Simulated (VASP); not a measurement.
Set up this calculation in VASP 6.6.1, as the native input.

```yaml
Task: molecular dynamics
Functional: PBE
Potentials_or_basis: VASP PAW PBE potentials, release 64 (Si)
Cutoff: 520 eV
k_mesh: 2 × 2 × 2
Occupations: fermi-dirac, width 0.24 eV
Spin: no spin polarisation
Dipole_correction: no
Further_INCAR_settings: LREAL = Auto; ALGO = Normal; EDIFF = 1e-05; ISYM = 0; IBRION = 0; POTIM = 1.5; NSW = 40
```

The structure of Si lies in POSCAR:

```
Si
1.0
    0.0000000000      5.3810000000      5.3810000000
    5.3810000000      0.0000000000      5.3810000000
    5.3810000000      5.3810000000      0.0000000000
Si
16
Direct
    0.0000000000      0.0000000000      0.0000000000
    0.1250000000      0.1250000000      0.1250000000
    0.0000000000      0.0000000000      0.5000000000
    0.1250000000      0.1250000000      0.6250000000
    0.0000000000      0.5000000000      0.0000000000
    0.1250000000      0.6250000000      0.1250000000
    0.0000000000      0.5000000000      0.5000000000
    0.1250000000      0.6250000000      0.6250000000
    0.5000000000      0.0000000000      0.0000000000
    0.6250000000      0.1250000000      0.1250000000
    0.5000000000      0.0000000000      0.5000000000
    0.6250000000      0.1250000000      0.6250000000
    0.5000000000      0.5000000000      0.0000000000
    0.6250000000      0.6250000000      0.1250000000
    0.5000000000      0.5000000000      0.5000000000
    0.6250000000      0.6250000000      0.6250000000
```

These files were run (other wordings do the same):

INCAR

```
SYSTEM = Si
PREC = Accurate ; ENCUT = 520
EDIFF = 1E-5 ; ISMEAR = -1
SIGMA = 0.24 ; LREAL = Auto
LASPH = .TRUE. ; NELM = 100
ALGO = Normal ; ISIF = 2
LWAVE = .FALSE. ; LCHARG = .FALSE.
GGA = PE ; IBRION = 0
NSW = 40 ; POTIM = 1.5
TEBEG = 2800.0 ; TEEND = 2800.0
ISYM = 0 ; NELMIN = 4
RANDOM_SEED = 229881 0 0 ; MDALGO = 3
LANGEVIN_GAMMA = 20 ; LUSENCCL = .FALSE.
```

KPOINTS

```
Automatic mesh
0
G
  2 2 2
  0 0 0
```

Potentials or basis: VASP PAW PBE potentials, release 64 (Si).

Run with:

```sh
$ cat potpaw_PBE.64/Si/POTCAR > POTCAR
$ mpirun -np 1 vasp_std > vasp.out
```

It took 7.7 min on 1 × NVIDIA H100 80GB with 1 thread of Intel(R) Xeon(R) Platinum 8481C CPU @ 2.70GHz (Sapphire Rapids), with other jobs on the host, peak memory 1.5 GiB.
